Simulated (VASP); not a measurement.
# MgO (P6_3/mmc) in VASP: notebook

Aim: see how the results for MgO move with the level of theory and the settings. Levels: PBE-based screened hybrid with 75 % exact exchange, PBE, LDA. Tasks: single point.

Everything below comes from runs of VASP 6.6.1. Logs are shortened: lines on timing, memory, paths and dates and some standing lists are left out, and cuts for length are marked.

## 1. The cell of the first run

It takes space group P6_3/mmc (No. 194, hexagonal). Conventional cell: a = 3.484 Å, b = 3.484 Å, c = 4.185 Å, α = 90.00°, β = 90.00°, γ = 120.00°. Mg (site symmetry -6m2) has 5 O at 2.01 to 2.09 Å within 2.7 Å. O (site symmetry -6m2) has 5 Mg at 2.01 to 2.09 Å within 2.7 Å.

## 2. Single point, PBE-based screened hybrid with 75 % exact exchange

POSCAR

```
MgO
1.0
    3.4840197850      0.0000000000      0.0000000000
   -1.7420098925      3.0172496411      0.0000000000
    0.0000000000      0.0000000000      4.1853204440
Mg O
2 2
Direct
    0.3333333333      0.6666666667      0.2500000000
    0.6666666667      0.3333333333      0.7500000000
    0.6666666667      0.3333333333      0.2500000000
    0.3333333333      0.6666666667      0.7500000000
```

INCAR.step1

```
PREC = Accurate
ENCUT = 520
EDIFF = 1E-5
ISMEAR = 0
SIGMA = 0.01
LREAL = False
LASPH = True
NELM = 60
ALGO = Normal
ISIF = 2
LWAVE = True
LCHARG = False
GGA = PE
NBANDS = 16
```

INCAR.step2

```
PREC = Accurate
ENCUT = 520
EDIFF = 1E-7
ISMEAR = 0
SIGMA = 0.01
LREAL = False
LASPH = True
NELM = 60
ALGO = Normal
ISIF = 2
LWAVE = False
LCHARG = False
GGA = PE
LHFCALC = True
AEXX = 0.75
HFSCREEN = 0.3
PRECFOCK = Normal
ISTART = 1
NBANDS = 16
```

KPOINTS

```
regular mesh
0
Gamma
  6 6 4
```

Potentials or basis: VASP PAW PBE potentials, release 64 (Mg, O).

On the command line:

```console
$ cat potpaw_PBE.64/Mg/POTCAR potpaw_PBE.64/O/POTCAR > POTCAR
$ cp INCAR.step1 INCAR
$ mpirun -np 1 vasp_std > vasp.out
$ cp INCAR.step2 INCAR
$ mpirun -np 1 vasp_std > vasp.out
```

OUTCAR:

```text
PREC = Accurate
   ENCUT = 520
   EDIFF = 1E-7
   ISMEAR = 0
   LREAL = False
   LASPH = True
   NELM = 60
   ISIF = 2
   GGA = PE
   LHFCALC = True
   AEXX = 0.75
   HFSCREEN = 0.3
   PRECFOCK = Normal
   ISTART = 1

 ion  position               nearest neighbor table
   1  0.333  0.667  0.250-   3 2.01   3 2.01   3 2.01   4 2.09   4 2.09   2 2.90   2 2.90   2 2.90
                             2 2.90   2 2.90   2 2.90
   2  0.667  0.333  0.750-   4 2.01   4 2.01   4 2.01   3 2.09   3 2.09   1 2.90   1 2.90   1 2.90
                             1 2.90   1 2.90   1 2.90
   3  0.667  0.333  0.250-   1 2.01   1 2.01   1 2.01   2 2.09   2 2.09
   4  0.333  0.667  0.750-   2 2.01   2 2.01   2 2.01   1 2.09   1 2.09

  LATTYP: Found a hexagonal cell.
 ALAT       =     3.4840197850
 C/A-ratio  =     1.2012906649

  Lattice vectors:

 A1 = (   3.4840197850,   0.0000000000,   0.0000000000)
 A2 = (  -1.7420098925,   3.0172496411,   0.0000000000)
 A3 = (   0.0000000000,   0.0000000000,   4.1853204440)

Analysis of symmetry for initial positions (statically):
=====================================================================
 Subroutine PRICEL returns:
 Original cell was already a primitive cell.

 Routine SETGRP: Setting up the symmetry group for a
 hexagonal supercell.

 Subroutine GETGRP returns: Found 24 space group operations
 (whereof 12 operations were pure point group operations)
 out of a pool of 24 trial point group operations.

The static configuration has the point symmetry D_3d.
 The point group associated with its full space group is D_6h.

Analysis of symmetry for dynamics (positions and initial velocities):
=====================================================================
 Subroutine PRICEL returns:
 Original cell was already a primitive cell.

 Routine SETGRP: Setting up the symmetry group for a
 hexagonal supercell.

 Subroutine GETGRP returns: Found 24 space group operations
 (whereof 12 operations were pure point group operations)
 out of a pool of 24 trial point group operations.

The dynamic configuration has the point symmetry D_3d.
 The point group associated with its full space group is D_6h.

 Subroutine INISYM returns: Found 24 space group operations
 (whereof 12 operations are pure point group operations),
 and found     1 'primitive' translations

----------------------------------------------------------------------------------------

                                     Primitive cell

  volume of cell :      43.9967

  direct lattice vectors                    reciprocal lattice vectors
     3.484019785  0.000000000  0.000000000     0.287024776  0.165713832  0.000000000
    -1.742009893  3.017249641  0.000000000     0.000000000  0.331427664  0.000000000
     0.000000000  0.000000000  4.185320444     0.000000000  0.000000000  0.238930331

  length of vectors
     3.484019785  3.484019785  4.185320444     0.331427664  0.331427664  0.238930331

  position of ions in fractional coordinates (direct lattice)
     0.333333333  0.666666667  0.250000000
     0.666666667  0.333333333  0.750000000
     0.666666667  0.333333333  0.250000000
     0.333333333  0.666666667  0.750000000

  ion indices of the primitive-cell ions
   primitive index   ion index
                 1           1
                 2           2
                 3           3
                 4           4

----------------------------------------------------------------------------------------

 KPOINTS: regular mesh

Automatic generation of k-mesh.
 Grid dimensions read from file:
 generate k-points for:    6    6    4

 Generating k-lattice:

  Cartesian coordinates                     Fractional coordinates (reciprocal lattice)
     0.047837463  0.027618972  0.000000000     0.166666667  0.000000000  0.000000000
     0.000000000  0.055237944  0.000000000     0.000000000  0.166666667  0.000000000
     0.000000000  0.000000000  0.059732583     0.000000000  0.000000000  0.250000000

  Length of vectors
     0.055237944  0.055237944  0.059732583

  Shift w.r.t. Gamma in fractional coordinates (k-lattice)
     0.000000000  0.000000000  0.000000000

 Subroutine IBZKPT returns following result:
 ===========================================

 Found     21 irreducible k-points:

 Following reciprocal coordinates:
            Coordinates               Weight
  0.000000  0.000000  0.000000      1.000000
  0.166667  0.000000  0.000000      6.000000
  0.333333  0.000000  0.000000      6.000000
  0.500000  0.000000  0.000000      3.000000
  0.166667  0.166667  0.000000      6.000000
  0.333333  0.166667  0.000000     12.000000
[... 13 lines left out ...]
  0.333333  0.166667  0.500000     12.000000
  0.333333  0.333333  0.500000      2.000000
   k-points           NKPTS =     21   k-points in BZ     NKDIM =    144   number of bands    NBANDS=     16
   number of dos      NEDOS =    301   number of ions     NIONS =      4
   total plane-waves  NPLWV =  25088
   dimension x,y,z NGX =    28 NGY =   28 NGZ =   32
   dimension x,y,z NGXF=    56 NGYF=   56 NGZF=   64
   ions per type =               2   2
   NGX,Y,Z   is equivalent  to a cutoff of  13.36, 13.36, 12.71 a.u.
   NGXF,Y,Z  is equivalent  to a cutoff of  26.72, 26.72, 25.42 a.u.
 SYSTEM =  unknown system
   PREC   = accura    normal or accurate (medium, high low for compatibility)
   ISTART =      1    job   : 0-new  1-cont  2-samecut
   ICHARG =      0    charge: 1-file 2-atom 10-const
   ISPIN  =      1    spin polarized calculation?
   LNONCOLLINEAR =      F non collinear calculations
   LSORBIT =      F    spin-orbit coupling
   LASPH  =      T    aspherical Exc in radial PAW
   ENCUT  =  520.0 eV  38.22 Ry    6.18 a.u.   6.48  6.48  7.78*2*pi/ulx,y,z
   NELM   =     60;   NELMIN=  2; NELMDL=  0     # of ELM steps
   EDIFF  = 0.1E-06   stopping-criterion for ELM
   LREAL  =      F    real-space projection
   EDIFFG = 0.1E-05   stopping-criterion for IOM
   NSW    =      0    number of steps for IOM
   IBRION =     -1    ionic relax: 0-MD 1-quasi-New 2-CG
   NFREE  =      0    steps in history (QN), initial steepest desc. (CG)
   ISIF   =      2    stress and relaxation
   ISYM   =      3    0-nonsym 1-usesym 2-fastsym
   POTIM  = 0.5000    time-step for ionic-motion
   TEBEG  =    0.0;   TEEND  =   0.0 temperature during run
   PSTRESS=    0.0 pullay stress
   NELECT =      16.0000    total number of electrons
   NUPDOWN=      -1.0000    fix difference up-down
   EMIN   =  10.00;   EMAX   =-10.00  energy-range for DOS
   EFERMI =   0.00;   METHOD = LEGACY
   ISMEAR =     0;   SIGMA  =   0.01  broadening in eV -4-tet -1-fermi 0-gaus
   EFERMI_NEDOS =   21; number of points for ismear=-14 and -15
   IALGO  =     38    algorithm
   IMIX   =      1    mixing-type and parameters
     AMIX     =   0.40;   BMIX     =  1.00
     AMIX_MAG =   1.60;   BMIX_MAG =  1.00
  volume/ion in A,a.u.               =      11.00        74.23
  Fermi-wavevector in a.u.,A,eV,Ry     =   1.168534  2.208209 18.578366  1.365471
  Thomas-Fermi vector in A             =   2.305019
   LORBIT       =      0    0 simple, 1 ext, 2 COOP (PROOUT), +10 PAW based schemes
   GGA     = PE    functional components
   LHFCALC =     T    Hartree Fock is set to
   PRECFOCK=normal    Normal, Fast or Accurate (Low or Medium for compatibility)
   ENCUT4O =  -1.0   cutoff for four orbital integrals eV
   NKREDX  =     1    reduce k-point grid by
   NKREDY  =     1    reduce k-point grid by
   NKREDZ  =     1    reduce k-point grid by
   AEXX    =    0.7500 exact exchange contribution
   HFSCREEN=    0.3000 screening length (either q_TF or 0.3 A-1)
   HFSCREENC=   0.3000 screening length for correlation (either q_TF or 0.3 A-1)
   ENCUTFOCK=  -1.0 apply spherical cutoff to Coloumb kernel
   IVDW    =     0    specifies the selected vdW correction
   LEPSILON=     F    determine dielectric tensor
   LRPA    =     F    only Hartree local field effects (RPA)
 non-spin polarized calculation
 Gauss-broadening in eV      SIGMA  =   0.01
  energy-cutoff  :      520.00
  volume of cell :       44.00
 maximum number of plane-waves:      1204
 NGX is ok and might be reduce to    28
  NGX = 20; NGY = 20; NGZ = 24

 number of electron      15.9999998 magnetization

 Free energy of the ion-electron system (eV)
  ---------------------------------------------------
  ext. energy  EPLUGINS =         0.00000000
  ---------------------------------------------------
  free energy    TOTEN  =       -36.24943665 eV

  energy without entropy =      -36.24943665  energy(sigma->0) =      -36.24943665

 E-fermi :  -1.2789     XC(G=0):  -5.2240

 val. band max:       -1.3341004907   @ k =   0.0000   0.0000   0.0000
 cond. band min:       6.3295309413   @ k =   0.0000   0.0000   0.0000
 fundamental gap:      7.6636314320
 Fermi energy:        -1.2788911138

 k-point     1 :       0.0000    0.0000    0.0000
  band No.  band energies     occupation
      1     -22.6718      2.00000
      2     -21.0899      2.00000
      3      -5.6155      2.00000
      4      -3.3922      2.00000
      5      -3.3922      2.00000
      6      -2.2498      2.00000
[... 8 lines left out ...]
     15      19.4332      0.00000
     16      19.6817      0.00000

 k-point     2 :       0.1667    0.0000    0.0000
  band No.  band energies     occupation
      1     -22.5218      2.00000
      2     -21.1198      2.00000
      3      -5.3640      2.00000
      4      -3.8391      2.00000
      5      -3.6096      2.00000
      6      -2.7474      2.00000
[... 8 lines left out ...]
     15      18.5295      0.00000
     16      18.7468      0.00000

 k-point     3 :       0.3333    0.0000    0.0000
  band No.  band energies     occupation
      1     -22.1572      2.00000
      2     -21.2390      2.00000
      3      -4.8157      2.00000
      4      -4.7017      2.00000
      5      -3.9488      2.00000
      6      -3.3372      2.00000
[... 8 lines left out ...]
     15      18.1525      0.00000
     16      18.9483      0.00000

 k-point     4 :       0.5000    0.0000    0.0000
  band No.  band energies     occupation
      1     -21.8881      2.00000
      2     -21.3829      2.00000
      3      -5.2850      2.00000
      4      -4.1439      2.00000
      5      -4.0925      2.00000
      6      -3.5488      2.00000
[... 8 lines left out ...]
     15      18.9850      0.00000
     16      19.2121      0.00000

 k-point     5 :       0.1667    0.1667    0.0000
  band No.  band energies     occupation
      1     -22.2617      2.00000
      2     -21.1964      2.00000
      3      -4.9009      2.00000
      4      -4.4646      2.00000
      5      -4.0633      2.00000
      6      -3.0343      2.00000
[... 8 lines left out ...]
     15      18.1010      0.00000
     16      18.4880      0.00000

 k-point     6 :       0.3333    0.1667    0.0000
  band No.  band energies     occupation
      1     -21.8976      2.00000
      2     -21.3732      2.00000
      3      -5.2220      2.00000
      4      -4.1717      2.00000
      5      -4.1011      2.00000
      6      -3.4559      2.00000
[... 8 lines left out ...]
     15      18.8005      0.00000
     16      18.8471      0.00000
[... 210 lines left out ...]
 k-point    18 :       0.5000    0.0000    0.5000
  band No.  band energies     occupation
      1     -21.5709      2.00000
      2     -21.5709      2.00000
      3      -5.7745      2.00000
      4      -5.7745      2.00000
      5      -3.1259      2.00000
      6      -3.1259      2.00000
[... 8 lines left out ...]
     15      18.4443      0.00000
     16      18.4443      0.00000

 k-point    19 :       0.1667    0.1667    0.5000
  band No.  band energies     occupation
      1     -21.6916      2.00000
      2     -21.6916      2.00000
      3      -5.1828      2.00000
      4      -5.1828      2.00000
      5      -3.2238      2.00000
      6      -3.2238      2.00000
[... 8 lines left out ...]
     15      19.4352      0.00000
     16      19.4352      0.00000

 k-point    20 :       0.3333    0.1667    0.5000
  band No.  band energies     occupation
      1     -21.5717      2.00000
      2     -21.5717      2.00000
      3      -5.5929      2.00000
      4      -5.5929      2.00000
      5      -3.6069      2.00000
      6      -3.6069      2.00000
[... 8 lines left out ...]
     15      19.9389      0.00000
     16      19.9389      0.00000

 k-point    21 :       0.3333    0.3333    0.5000
  band No.  band energies     occupation
      1     -21.5317      2.00000
      2     -21.5317      2.00000
      3      -5.5005      2.00000
      4      -5.5005      2.00000
      5      -4.1018      2.00000
      6      -4.1018      2.00000
[... 8 lines left out ...]
     15      21.3239      0.00000
     16      21.3239      0.00000

------------------------ aborting loop because EDIFF is reached ----------------------------------------

  FORCE on cell =-STRESS in cart. coord.  units (eV):
  Direction    XX          YY          ZZ          XY          YZ          ZX
  --------------------------------------------------------------------------------------
  -------------------------------------------------------------------------------------
  Total       -1.9695350     -1.9695350     -2.3271235      0.0000000      0.0000000      0.0000000
  in kB      -71.7222171    -71.7222171    -84.7440951      0.0000000      0.0000000      0.0000000
  external PRESSURE =     -76.0628431 kB  Pullay stress =       0.0000000 kB

 VOLUME and BASIS-vectors are now :
 -----------------------------------------------------------------------------
  energy-cutoff  :      520.00
  volume of cell :       44.00
      direct lattice vectors                 reciprocal lattice vectors
     3.484019785  0.000000000  0.000000000     0.287024776  0.165713832  0.000000000
    -1.742009893  3.017249641  0.000000000     0.000000000  0.331427664  0.000000000
     0.000000000  0.000000000  4.185320444     0.000000000  0.000000000  0.238930331

 POSITION                                       TOTAL-FORCE (eV/Angst)
 -----------------------------------------------------------------------------------
     -0.00000      2.01150      1.04633         0.000000     -0.000000      0.000000
      1.74201      1.00575      3.13899        -0.000000      0.000000      0.000000
      1.74201      1.00575      1.04633         0.000000      0.000000     -0.000000
     -0.00000      2.01150      3.13899        -0.000000     -0.000000     -0.000000
 -----------------------------------------------------------------------------------
    total drift:                                0.000000      0.000000     -0.000000

  FREE ENERGIE OF THE ION-ELECTRON SYSTEM (eV)
  ---------------------------------------------------
  free  energy   TOTEN  =       -36.2494366504 eV

  energy  without entropy=      -36.2494366504  energy(sigma->0) =      -36.24943665
```

Wall time 28 min (1 thread of Intel Xeon Platinum 8488C (Sapphire Rapids), shared host); peak memory 0.29 GiB.

Results:

```yaml
Free_energy: -36.2494 eV
Pressure: -7.6 GPa
Band_gap_on_the_k_mesh: 7.66 eV
```

Levels at points of the mesh, in eV from the valence-band top:
```
           k point  band 4  band 5  band 6  band 7  band 8  band 9  band 10  band 11  band 12  band 13
(0.00, 0.00, 0.00)   -2.06   -2.06   -0.92   -0.92    0.00    7.66    14.15    17.46    17.46    17.49
(0.50, 0.00, 0.00)   -2.81   -2.76   -2.21   -1.51   -0.61   11.37    14.05    14.38    17.40    17.85
(0.00, 0.00, 0.50)   -2.69   -1.51   -1.51   -1.51   -1.51   10.88    10.88    17.76    17.76    17.76
(0.50, 0.00, 0.50)   -4.44   -1.79   -1.79   -0.91   -0.91   11.74    11.74    17.49    17.49    19.46
```

Caveat: the cell stands under tension; the PAW data sets were made with another functional, which shifts forces and pressure a little.

(Part 1 of 2 ends here.)
